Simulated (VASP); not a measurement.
# Ge (Imma) in VASP: notebook, part 2 of 2

VASP 6.6.1. The steps go on from the part before.

## (4) Single point, PBEsol (volume scaled by 0.96)

Input file INCAR:

```
PREC = Accurate
ENCUT = 520
EDIFF = 1E-6
ISMEAR = -1
SIGMA = 0.05
LREAL = F
LASPH = T
NELM = 100
ALGO = Normal
ISIF = 2
LWAVE = F
LCHARG = F
GGA = PS
NBANDS = 21
```

Input file KPOINTS:

```
regular mesh
0
Gamma
  11 11 11
```

Input file POSCAR:

```
Ge
1.0
   -2.4621655136      2.6150361352      1.4175264166
    2.4621655136     -2.6150361352      1.4175264166
    2.4621655136      2.6150361352     -1.4175264166
Ge
2
Direct
    0.3140570000      0.0640570000      0.2500000000
    0.6859430000      0.9359430000      0.7500000000
```

Potentials or basis: VASP PAW PBE potentials, release 64 (Ge_d).

Started as:

```
$ cat potpaw_PBE.64/Ge_d/POTCAR > POTCAR
$ mpirun -np 1 vasp_std > vasp.out
```

OUTCAR:

```text
PREC = Accurate
   ENCUT = 520
   EDIFF = 1E-6
   ISMEAR = -1
   LREAL = F
   LASPH = T
   NELM = 100
   ISIF = 2
   GGA = PS

 ion  position               nearest neighbor table
   1  0.314  0.064  0.250-   2 2.64   2 2.64   2 2.68   2 2.68
   2  0.686  0.936  0.750-   1 2.64   1 2.64   1 2.68   1 2.68

  LATTYP: Found a body centered orthorhombic cell.
 ALAT       =     2.8350528332
 B/A-ratio  =     1.7369450648
 C/A-ratio  =     1.8447882908

  Lattice vectors:

 A1 = (   2.4621655136,  -2.6150361352,   1.4175264166)
 A2 = (  -2.4621655136,  -2.6150361352,  -1.4175264166)
 A3 = (   2.4621655136,   2.6150361352,  -1.4175264166)

Analysis of symmetry for initial positions (statically):
=====================================================================
 Subroutine PRICEL returns:
 Original cell was already a primitive cell.

 Routine SETGRP: Setting up the symmetry group for a
 body centered orthorhombic supercell.

 Subroutine GETGRP returns: Found  8 space group operations
 (whereof  4 operations were pure point group operations)
 out of a pool of  8 trial point group operations.

The static configuration has the point symmetry C_2h.
 The point group associated with its full space group is D_2h.

Analysis of symmetry for dynamics (positions and initial velocities):
=====================================================================
 Subroutine PRICEL returns:
 Original cell was already a primitive cell.

 Routine SETGRP: Setting up the symmetry group for a
 body centered orthorhombic supercell.

 Subroutine GETGRP returns: Found  8 space group operations
 (whereof  4 operations were pure point group operations)
 out of a pool of  8 trial point group operations.

The dynamic configuration has the point symmetry C_2h.
 The point group associated with its full space group is D_2h.

 Subroutine INISYM returns: Found  8 space group operations
 (whereof  4 operations are pure point group operations),
 and found     1 'primitive' translations

----------------------------------------------------------------------------------------

                                     Primitive cell

  volume of cell :      36.5078

  direct lattice vectors                    reciprocal lattice vectors
    -2.462165514  2.615036135  1.417526417     0.000000000  0.191201947  0.352727113
     2.462165514 -2.615036135  1.417526417     0.203073269  0.000000000  0.352727113
     2.462165514  2.615036135 -1.417526417     0.203073269  0.191201947  0.000000000

  length of vectors
     3.861353927  3.861353927  3.861353927     0.401216401  0.407007578  0.278921023

  position of ions in fractional coordinates (direct lattice)
     0.314057000  0.064057000  0.250000000
     0.685943000  0.935943000  0.750000000

  ion indices of the primitive-cell ions
   primitive index   ion index
                 1           1
                 2           2

----------------------------------------------------------------------------------------

 KPOINTS: regular mesh

Automatic generation of k-mesh.
 Grid dimensions read from file:
 generate k-points for:   11   11   11

 Generating k-lattice:

  Cartesian coordinates                     Fractional coordinates (reciprocal lattice)
     0.000000000  0.017381995  0.032066101     0.090909091  0.000000000 -0.000000000
     0.018461206  0.000000000  0.032066101     0.000000000  0.090909091  0.000000000
     0.018461206  0.017381995  0.000000000    -0.000000000  0.000000000  0.090909091

  Length of vectors
     0.036474218  0.037000689  0.025356457

  Shift w.r.t. Gamma in fractional coordinates (k-lattice)
     0.000000000  0.000000000  0.000000000

 Subroutine IBZKPT returns following result:
 ===========================================

 Found    216 irreducible k-points:

 Following reciprocal coordinates:
            Coordinates               Weight
  0.000000  0.000000  0.000000      1.000000
  0.090909  0.000000 -0.000000      4.000000
  0.181818  0.000000 -0.000000      4.000000
  0.272727  0.000000  0.000000      4.000000
  0.363636  0.000000 -0.000000      4.000000
  0.454545 -0.000000  0.000000      4.000000
[... 16 lines left out ...]
  0.454545  0.181818  0.000000      8.000000
 -0.454545  0.181818  0.000000      8.000000
 [... further k-points ...]
   k-points           NKPTS =    216   k-points in BZ     NKDIM =    216   number of bands    NBANDS=     21
   number of dos      NEDOS =    301   number of ions     NIONS =      2
   total plane-waves  NPLWV =  27000
   dimension x,y,z NGX =    30 NGY =   30 NGZ =   30
   dimension x,y,z NGXF=    60 NGYF=   60 NGZF=   60
   ions per type =               2
   NGX,Y,Z   is equivalent  to a cutoff of  12.92, 12.92, 12.92 a.u.
   NGXF,Y,Z  is equivalent  to a cutoff of  25.83, 25.83, 25.83 a.u.
 SYSTEM =  unknown system
   PREC   = accura    normal or accurate (medium, high low for compatibility)
   ISTART =      0    job   : 0-new  1-cont  2-samecut
   ICHARG =      2    charge: 1-file 2-atom 10-const
   ISPIN  =      1    spin polarized calculation?
   LNONCOLLINEAR =      F non collinear calculations
   LSORBIT =      F    spin-orbit coupling
   LASPH  =      T    aspherical Exc in radial PAW
   ENCUT  =  520.0 eV  38.22 Ry    6.18 a.u.   7.18  7.18  7.18*2*pi/ulx,y,z
   NELM   =    100;   NELMIN=  2; NELMDL= -5     # of ELM steps
   EDIFF  = 0.1E-05   stopping-criterion for ELM
   LREAL  =      F    real-space projection
   EDIFFG = 0.1E-04   stopping-criterion for IOM
   NSW    =      0    number of steps for IOM
   IBRION =     -1    ionic relax: 0-MD 1-quasi-New 2-CG
   NFREE  =      0    steps in history (QN), initial steepest desc. (CG)
   ISIF   =      2    stress and relaxation
   ISYM   =      2    0-nonsym 1-usesym 2-fastsym
   POTIM  = 0.5000    time-step for ionic-motion
   TEBEG  =    0.0;   TEEND  =   0.0 temperature during run
   PSTRESS=    0.0 pullay stress
   NELECT =      28.0000    total number of electrons
   NUPDOWN=      -1.0000    fix difference up-down
   EMIN   =  10.00;   EMAX   =-10.00  energy-range for DOS
   EFERMI =   0.00;   METHOD = LEGACY
   ISMEAR =    -1;   SIGMA  =   0.05  broadening in eV -4-tet -1-fermi 0-gaus
   EFERMI_NEDOS =   21; number of points for ismear=-14 and -15
   IALGO  =     38    algorithm
   IMIX   =      4    mixing-type and parameters
     AMIX     =   0.40;   BMIX     =  1.00
     AMIX_MAG =   1.60;   BMIX_MAG =  1.00
  volume/ion in A,a.u.               =      18.25       123.18
  Fermi-wavevector in a.u.,A,eV,Ry     =   1.498530  2.831811 30.553141  2.245593
  Thomas-Fermi vector in A             =   2.610277
   LORBIT       =      0    0 simple, 1 ext, 2 COOP (PROOUT), +10 PAW based schemes
   GGA     = PS    functional components
   LHFCALC =     F    Hartree Fock is set to
   AEXX    =    0.0000 exact exchange contribution
   IVDW    =     0    specifies the selected vdW correction
   LEPSILON=     F    determine dielectric tensor
   LRPA    =     F    only Hartree local field effects (RPA)
 non-spin polarized calculation
  energy-cutoff  :      520.00
  volume of cell :       36.51
 maximum number of plane-waves:       998
 NGX is ok and might be reduce to    30
   NGX = 15   NGY = 15   NGZ = 15

 number of electron      27.9999990 magnetization

 Free energy of the ion-electron system (eV)
  ---------------------------------------------------
  ext. energy  EPLUGINS =         0.00000000
  ---------------------------------------------------
  free energy    TOTEN  =        -9.52306965 eV

  energy without entropy =       -9.51710823  energy(sigma->0) =       -9.52008894

 E-fermi :   6.8587     XC(G=0): -11.5457

 val. band max:        6.8553066916   @ k =   0.4545   0.3636   0.0000
 cond. band min:       6.8598818076   @ k =  -0.2727   0.3636   0.1818
 fundamental gap:      0.0045751160
 Fermi energy:         6.8587295631

 k-point     1 :       0.0000    0.0000    0.0000
  band No.  band energies     occupation
      1     -17.8696      2.00000
      2     -17.7823      2.00000
      3     -17.7794      2.00000
      4     -17.7785      2.00000
      5     -17.7373      2.00000
      6     -17.6967      2.00000
[... 13 lines left out ...]
     20      17.7577      0.00000
     21      19.8473      0.00000
[... 529 lines left out ...]
 k-point    24 :      -0.4545    0.1818    0.0000
  band No.  band energies     occupation
      1     -17.7891      2.00000
      2     -17.7484      2.00000
      3     -17.7378      2.00000
      4     -17.7191      2.00000
      5     -17.7129      2.00000
      6     -17.6714      2.00000
[... 13 lines left out ...]
     20      17.8194      0.00000
     21      18.0463      0.00000

 [... further k-points ...]

------------------------ aborting loop because EDIFF is reached ----------------------------------------

  FORCE on cell =-STRESS in cart. coord.  units (eV):
  Direction    XX          YY          ZZ          XY          YZ          ZX
  --------------------------------------------------------------------------------------
  -------------------------------------------------------------------------------------
  Total        0.3928439     -0.1101660      0.0355405      0.0000000     -0.0000000      0.0000000
  in kB       17.2402867     -4.8347297      1.5597238      0.0000000     -0.0000000      0.0000000
  external PRESSURE =       4.6550936 kB  Pullay stress =       0.0000000 kB

 VOLUME and BASIS-vectors are now :
 -----------------------------------------------------------------------------
  energy-cutoff  :      520.00
  volume of cell :       36.51
      direct lattice vectors                 reciprocal lattice vectors
    -2.462165514  2.615036135  1.417526417     0.000000000  0.191201947  0.352727113
     2.462165514 -2.615036135  1.417526417     0.203073269  0.000000000  0.352727113
     2.462165514  2.615036135 -1.417526417     0.203073269  0.191201947  0.000000000

 POSITION                                       TOTAL-FORCE (eV/Angst)
 -----------------------------------------------------------------------------------
      0.00000      1.30752      0.18160         0.000000     -0.000000      0.054514
      2.46217      1.30752      1.23592        -0.000000      0.000000     -0.054514
 -----------------------------------------------------------------------------------
    total drift:                               -0.000000     -0.000000      0.000000

  FREE ENERGIE OF THE ION-ELECTRON SYSTEM (eV)
  ---------------------------------------------------
  free  energy   TOTEN  =        -9.5230696495 eV

  energy  without entropy=       -9.5171082339  energy(sigma->0) =       -9.52008894
```

OSZICAR:

```text
N       E                     dE             d eps       ncg     rms          rms(c)
DAV:   1     0.171469196042E+03    0.17147E+03   -0.14128E+04 10478   0.382E+03
DAV:   2     0.136089148251E+02   -0.15786E+03   -0.15306E+03  9127   0.583E+02
DAV:   3    -0.894956826405E+01   -0.22558E+02   -0.22365E+02 10273   0.131E+02
DAV:   4    -0.956151020834E+01   -0.61194E+00   -0.61154E+00 10250   0.252E+01
DAV:   5    -0.957037790018E+01   -0.88677E-02   -0.88675E-02 10279   0.328E+00    0.220E+00
DAV:   6    -0.953659677310E+01    0.33781E-01   -0.33057E-02 12427   0.325E+00    0.120E+00
DAV:   7    -0.952358757603E+01    0.13009E-01   -0.18448E-02 12350   0.212E+00    0.136E-01
DAV:   8    -0.952306559139E+01    0.52198E-03   -0.24925E-03 11316   0.910E-01    0.446E-02
DAV:   9    -0.952306934561E+01   -0.37542E-05   -0.64736E-05 11269   0.101E-01    0.102E-02
DAV:  10    -0.952306964954E+01   -0.30393E-06   -0.30244E-06  9391   0.206E-02
   1 F= -.95230696E+01 E0= -.95200889E+01  d E =-.596142E-02
```

stdout:

```text
POSCAR found type information on POSCAR Ge
 POSCAR found :  1 types and       2 ions
 scaLAPACK will be used
 -----------------------------------------------------------------------------
|                                                                             |
|                                                                             |
|     You enforced a specific xc type in the INCAR file but a different       |
|     I HOPE YOU KNOW WHAT YOU ARE DOING!                                     |
|                                                                             |
 -----------------------------------------------------------------------------

 LDA part: xc-table for (Slater+PW92), standard interpolation
 POSCAR, INCAR and KPOINTS ok, starting setup
 FFT: planning ... GRIDC
 FFT: planning ... GRID_SOFT
 FFT: planning ... GRID
 WAVECAR not read
 entering main loop
```

Wall time 91 s (1 thread of Intel Xeon Platinum 8488C (Sapphire Rapids), shared host); peak memory 0.25 GiB.

Results:

* Free energy: -9.5231 eV
* Pressure: 0.5 GPa
* Largest force: 0.055 eV/Å
* Band gap on the k mesh: zero (band 14 reaches 9.08 eV, above the bottom of band 15 at 3.53 eV)

Forces in eV/Å, atoms in the order of the input:
```
Ge   0.000  0.000  0.055
Ge   0.000  0.000 -0.055
```

Levels at points of the mesh, in eV from the Fermi level:
| k point | band 12 | band 13 | band 14 | band 15 | band 16 | band 17 |
| --- | --- | --- | --- | --- | --- | --- |
| (0.00, 0.00, 0.00) | -3.69 | -2.49 | -2.02 | 3.33 | 7.16 | 7.45 |

Caveat: the PAW data sets were made with another functional, which shifts forces and pressure a little.

## (5) Summary

```csv
level,potentials or basis,cell,gap on the mesh (eV),pressure (GPa),largest force (eV/Å)
LDA,"VASP PAW LDA potentials, release 64 (Ge_d)","a = 3.914 Å, angles 100.8, 94.7, 136.9°, 2 atoms",none,-4.2,0.07
PBEsol,"VASP PAW PBE potentials, release 64 (Ge_d)","a = 3.834 Å, angles 100.8, 94.7, 136.9°, 2 atoms",none,2.4,0.05
PBEsol,"VASP PAW PBE potentials, release 64 (Ge_d)","a = 3.861 Å, angles 100.8, 94.7, 136.9°, 2 atoms",none,0.5,0.05
```

Alike in all rows: task single point; no spin polarisation; k mesh 11 × 11 × 11; cutoff (eV) 520; smearing fermi-dirac 0.05 eV.

Caveats: the PAW data sets were made with another functional, which shifts forces and pressure a little (some runs).

Total energies depend on the potentials used, so only differences within one code and one set of settings carry meaning.
